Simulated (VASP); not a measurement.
Here is a VASP 6.6.1 calculation.

Contents of INCAR:

```
PREC = Accurate
ENCUT = 520
EDIFF = 1E-7
ISMEAR = -1
SIGMA = 0.1
LREAL = F
LASPH = T
NELM = 80
ALGO = Normal
ISIF = 2
LWAVE = F
LCHARG = T
GGA = PE
LELF = T
LVHAR = T
NBANDS = 14
```

Contents of KPOINTS:

```
Automatic mesh
0
Gamma
  15 15 15
```

File POSCAR:

```
Bi
1.0
   -1.7644220109      1.7644220109      1.7644220109
    1.7644220109     -1.7644220109      1.7644220109
    1.7644220109      1.7644220109     -1.7644220109
Bi
1
Direct
    0.0000000000      0.0000000000      0.0000000000
```

Potentials or basis: VASP PAW PBE potentials, release 64 (Bi_d).

The run is started by

```console
$ cat potpaw_PBE.64/Bi_d/POTCAR > POTCAR
$ mpirun -np 1 vasp_std > vasp.out
```

Task: Predict the pressure.

Result: 43.9 GPa.
